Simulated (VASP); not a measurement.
A run of VASP 6.6.1:

INCAR

```
SYSTEM = TiB2
ALGO = Normal
EDIFF = 1E-7
ENCUT = 520
GGA = PE
ISIF = 2
ISMEAR = 0
LASPH = .True.
LCHARG = .False.
LREAL = .False.
LWAVE = .False.
NBANDS = 16
NELM = 80
PREC = Accurate
SIGMA = 0.1
```

File KPOINTS:

```
k-points
0
Gamma
  15 15 12
  0 0 0
```

The input POSCAR:

```
TiB2
1.0
    3.0319675219      0.0000000029      0.0000000000
   -1.5159837635      2.6257608960      0.0000000000
    0.0000000000      0.0000000000      3.2239021982
Ti B
1 2
Direct
    0.0000000000      0.0000000000      0.0000000000
    0.3333333333      0.6666666667      0.5000000000
    0.6666666667      0.3333333333      0.5000000000
```

Potentials or basis: VASP PAW PBE potentials, release 64 (Ti_sv, B).

The run is started by

```sh
$ cat potpaw_PBE.64/Ti_sv/POTCAR potpaw_PBE.64/B/POTCAR > POTCAR
$ mpirun -np 1 vasp_std > vasp.out
```

Hardware: 1 thread of AMD EPYC 7R43 64-Core Processor (Zen 3), on a shared host.

**Question.** Estimate the wall time of this run.

**Answer.** Wall time 59 s on 1 thread of AMD EPYC 7R43 64-Core Processor (Zen 3) (shared host), peak memory 0.16 GiB. Counts: scf iterations 14, k points 189.
